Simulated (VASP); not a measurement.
A run of VASP 6.6.1 is set up as follows.

INCAR

```
SYSTEM = Te
  PREC = Accurate
  ENCUT = 520
  EDIFF = 1E-6
  ISMEAR = -1
  SIGMA = 0.05
  LREAL = .FALSE.
  LASPH = .TRUE.
  NELM = 80
  ALGO = Normal
  ISIF = 2
  LWAVE = .FALSE.
  LCHARG = .FALSE.
  GGA = PE
  NBANDS = 16
```

The input KPOINTS:

```
regular mesh
0
G
  8 8 8
  0 0 0
```

File POSCAR:

```
Te
1.0
    4.3611230000     -2.4423360000      0.0000000000
    4.3611230000      2.4423360000      0.0000000000
   -0.1343635000      0.0000000000      3.9573500000
Te
3
Direct
    0.6760000000      0.6760000000      0.6750000000
    0.3240000000      0.3240000000      0.3250000000
    0.0000000000      0.0000000000      0.0000000000
```

Potentials or basis: VASP PAW PBE potentials, release 64 (Te).

Command:

```bash
$ cat potpaw_PBE.64/Te/POTCAR > POTCAR
$ mpirun -np 1 vasp_std > vasp.out
```

Q: What does it give for the pressure?

A: 3.8 GPa.

Q: Estimate the band gap on the k mesh.

A: Zero (bands 9 and 10 overlap by 2.98 eV).

Stress tensor (GPa, compression positive):
```
2.32 0.00 0.99
0.00 2.53 0.00
0.99 0.00 6.59
```

Caveat: the cell differs from its parent crystal (equal xx and yy strain of +3 %); the cell stands under pressure; spin-orbit coupling is left out, which moves the levels of the heavy elements.
